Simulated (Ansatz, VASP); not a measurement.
## Two plane-wave programs on HfO2

INCAR

```
SYSTEM = HfO2
ALGO = Normal ; EDIFF = 1E-7
ENCUT = 520 ; GGA = PE
ISIF = 2 ; ISMEAR = -1
LASPH = .True. ; LCHARG = .False.
LREAL = .False. ; LWAVE = .False.
NBANDS = 18 ; NELM = 100
PREC = Accurate ; SIGMA = 0.02
```

The input KPOINTS:

```
k-points
0
Gamma
  8 8 8
  0 0 0
```

Contents of POSCAR:

```
HfO2
1.0
    0.0000000000      2.5291823184      2.5797659647
    2.5291823184      0.0000000000      2.5797659647
    2.5291823184      2.5291823184      0.0000000000
Hf O
1 2
Direct
    0.0000000000      0.0000000000      0.0000000000
    0.2500000000      0.2500000000      0.2500000000
    0.7500000000      0.7500000000      0.7500000000
```

Input for Ansatz:

```yaml
crystal:
  lattice:
    - [0.0, 2.5291823184, 2.5797659647]
    - [2.5291823184, 0.0, 2.5797659647]
    - [2.5291823184, 2.5291823184, 0.0]
  atoms:
    - { symbol: Hf, position: [0.0, 0.0, 0.0] }
    - { symbol: O, position: [0.25, 0.25, 0.25] }
    - { symbol: O, position: [0.75, 0.75, 0.75] }
kpoints:
  mp_grid: { grid: [8, 8, 8] }
  band_path:
    path:
      - [0.0, 0.0, 0.0]
      - [0.5, 0.0, 0.5]
      - [0.625, 0.25, 0.625]
      - [0.375, 0.375, 0.75]
      - [0.5, 0.5, 0.5]
      - [0.5, 0.25, 0.75]
    npoints: 1
hamiltonian:
  xc: pbe
scf:
  occupations: { method: fermi_dirac, width: 0.02 }
  n_extra_bands: 4
output:
  forces: true
  stress: true
  eigenvalues: true
```

Change from the starting cell: uniaxial_z strain +2.0%.

Alike in both runs: task single point; functional PBE; k mesh 8 × 8 × 8; occupations fermi-dirac, width 0.02 eV; no spin polarisation.

|  | VASP | Ansatz |
| --- | --- | --- |
| version | VASP 6.6.1 | Ansatz 0.2.0 |
| potentials or method | VASP PAW PBE potentials, release 64 (Hf_pv, O) | plane waves, PAW |
| plane-wave cutoff (eV) | 520 | 420 |
| valence electrons in the cell | 22 | 38 |

Ansatz gave:

* gap on the k mesh at the Fermi level (eV): 3.66
* pressure (GPa): 0.8
* traceless stress, the component that is largest in VASP (GPa): -5.99

Q: Which values does VASP return?

A: gap on the k mesh at the Fermi level (eV): 3.65; pressure (GPa): -2.8; traceless stress, the component that is largest in VASP (GPa): -6.10.

VASP's potentials hold 22 valence electrons a cell and Ansatz's 38, so a difference there can come from the potentials and not from the codes.

Neither program's run includes spin-orbit coupling.
